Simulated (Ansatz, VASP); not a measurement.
**SnSe2: VASP beside Ansatz**

```
CELL_PARAMETERS angstrom
3.81100 0.00000 0.00000
-1.90550 3.30042 0.00000
0.00000 0.00000 6.13700
ATOMIC_POSITIONS crystal
Sn 0.00878 0.00643 0.00000
Se 0.32673 0.66184 0.25000
Se 0.66007 0.32850 0.75000
```

Change from the starting cell: mode 6 (162.7 1/cm) frozen in, largest displacement +0.030 Å.

Alike in both runs: task single point; functional PBE; dispersion D3(BJ); k mesh 12 × 12 × 6; occupations gaussian, width 0.05 eV; no spin polarisation.

```csv
,VASP,Ansatz
version,VASP 6.6.1,Ansatz 0.2.0
potentials or method,"VASP PAW PBE potentials, release 64 (Sn_d, Se), cutoff 520 eV","scalar-relativistic, plane waves, PAW"
valence electrons in the cell,26,46
```

|  | VASP | Ansatz | Ansatz less VASP |
| --- | --- | --- | --- |
| gap on the k mesh at the Fermi level (eV) | 0.70 | 0.71 | +0.005 |
| least direct gap on the mesh (eV) | 1.09 | 1.10 | +0.011 |
| pressure (GPa) | 3.1 | 3.0 | -0.09 |
| traceless stress, the component that is largest in VASP (GPa) | 0.92 | 0.92 | -0.006 |
| rms of the force components (eV/Å) | 0.387 | 0.380 | -0.0073 |

Atom by atom the forces differ by 0.008 eV/Å (rms over components). VASP's potentials hold 26 valence electrons a cell and Ansatz's 46, so a difference there can come from the potentials and not from the codes.
